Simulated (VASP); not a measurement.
Runs of VASP 6.6.1 on Rh. The structure is that of space group Fm-3m (No. 225), or close to it. The cells are those of the table. 

```tsv
cell	gap on the mesh (eV)	pressure (GPa)
a = 2.691 Å, angles 60.0°, 1 atom	none	(a)
a = 2.672 Å, angles 60.0°, 1 atom	none	11.6
a = 2.709 Å, angles 60.0°, 1 atom	none	0.0
a = 2.727 Å, angles 60.0°, 1 atom	none	-4.9
```

Alike in all rows: task single point; level PBE; potentials or basis VASP PAW PBE potentials, release 64 (Rh_pv); no spin polarisation; k mesh 49 × 49 × 49; cutoff (eV) 520; smearing fermi-dirac 0.0612256 eV.

Question: Estimate the missing entries.

Answer: (a) 5.4.

Caveats: the cell stands under pressure (at least some runs); the cell stands under tension (at least some runs).

A k mesh can miss the band edges, and the runs leave out spin-orbit coupling on Rh.

A gap of «none» marks levels without a gap at the run's occupations.
